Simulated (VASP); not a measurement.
Input of a VASP 6.6.1 run:

INCAR

```
PREC = Accurate ; ENCUT = 520
EDIFF = 1E-7 ; ISMEAR = 0
SIGMA = 0.15 ; LREAL = F
LASPH = T ; NELM = 80
ALGO = Normal ; ISIF = 2
LWAVE = F ; LCHARG = T
GGA = PS ; LELF = T
LVHAR = T ; NBANDS = 15
```

File KPOINTS:

```
Automatic mesh
0
Gamma
  12 12 10
```

The input POSCAR:

```
TiSi
1.0
    1.8026697260     -2.0662876281      0.0000000000
    1.8026697260      2.0662876281      0.0000000000
    0.0000000000      0.0000000000      3.7927044810
Ti Si
1 1
Direct
    0.5000000000      0.5000000000      0.0000000000
    0.0000000000      0.0000000000      0.5000000000
```

Potentials or basis: VASP PAW PBE potentials, release 64 (Ti_sv, Si).

Command:

```bash
$ cat potpaw_PBE.64/Ti_sv/POTCAR potpaw_PBE.64/Si/POTCAR > POTCAR
$ mpirun -np 1 vasp_std > vasp.out
```

(1) Estimate the band gap on the k mesh.

(2) What does it give for the pressure?

Results:

(1) zero (band 8 reaches 11.29 eV, above the bottom of band 9 at 9.51 eV).

(2) 0.0 GPa.

Caveat: the PAW data sets were made with another functional, which shifts forces and pressure a little.
